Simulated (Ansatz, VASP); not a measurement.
## BiSb4O in VASP and in Ansatz

```
Sb Bi O
1.0
     5.32029    0.00000    0.00000
    -2.66015    4.60751    0.00000
     0.00000    0.00000    6.05579
Sb Bi O
4 1 1
Direct
  0.33333 0.66667 0.74188
  0.33333 0.66667 0.25812
  0.66667 0.33333 0.74188
  0.66667 0.33333 0.25812
  0.00000 0.00000 0.00000
  0.00000 0.00000 0.50000
```

Change from the starting cell: species swapped into the TaCrB4 type (P6/mmm, No. 191).

Alike in both runs: functional PBE; k mesh 12 × 12 × 6; occupations gaussian, width 0.1 eV; no spin polarisation.

Ansatz relaxed the structure, and its values are those at the end. VASP's run is a single point on that final structure, the one shown.

```csv
,VASP,Ansatz
version,VASP 6.6.1,Ansatz 0.2.0
potentials or method,"VASP PAW PBE potentials, release 64 (Sb, Bi_d, O), cutoff 520 eV","scalar-relativistic, plane waves, PAW"
valence electrons in the cell,41,81
```

Ansatz gave:

```
gap on the k mesh at the Fermi level (eV) : none
pressure (GPa)                            : 0.0
```

Q: Estimate VASP's values.

A: gap on the k mesh at the Fermi level (eV): none; pressure (GPa): -0.1.

A gap of «none» marks a metal or a gap that the smearing closes. VASP's potentials hold 41 valence electrons a cell and Ansatz's 81, so a difference there can come from the potentials and not from the codes.

Spin-orbit coupling is off throughout.
